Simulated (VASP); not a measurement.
Write the native input for VASP 6.6.1 that does the following.

* Task: single point
* Functional: PBE
* Potentials or basis: VASP PAW PBE potentials, release 64 (Gd)
* Cutoff: 520 eV
* k mesh: 11 × 11 × 11
* Occupations: fermi-dirac, width 0.03 eV
* Spin: collinear spin, ferromagnetic start
* Starting moments: [7.0] μB
* Dipole correction: no
* Further INCAR settings: ALGO = Normal; EDIFF = 1e-06; NBANDS = 19

The structure of Gd lies in POSCAR:

```
Gd
1.0
   -1.9257112961      1.9257112961      1.9257112961
    1.9257112961     -1.9257112961      1.9257112961
    1.9257112961      1.9257112961     -1.9257112961
Gd
1
Direct
    0.0000000000      0.0000000000      0.0000000000
```

This cell differs from its parent crystal: volume scaled by 0.86.

One way to write it, as run:

INCAR

```
SYSTEM = Gd
PREC = Accurate ; ENCUT = 520
EDIFF = 1E-6 ; ISMEAR = -1
SIGMA = 0.03 ; LREAL = .FALSE.
LASPH = .TRUE. ; NELM = 150
ALGO = Normal ; ISIF = 2
LWAVE = .FALSE. ; LCHARG = .FALSE.
ISPIN = 2 ; MAGMOM = 7
LORBIT = 11 ; LMAXMIX = 6
GGA = PE ; NBANDS = 19
```

KPOINTS

```
regular mesh
0
G
  11 11 11
  0 0 0
```

Potentials or basis: VASP PAW PBE potentials, release 64 (Gd).

Command:

```bash
$ cat potpaw_PBE.64/Gd/POTCAR > POTCAR
$ mpirun -np 1 vasp_std > vasp.out
```

Results of the run:

```
Pressure                                              : 5.9 GPa
Net moment                                            : 7.62 μB per cell
Site moments                                          : Gd +7.03 μB
Valence electrons inside the program's atomic spheres : Gd 15.28
```

It took 85 s on 1 thread of Intel(R) Xeon(R) 6975P-C (Granite Rapids), on a shared host, peak memory 0.21 GiB.
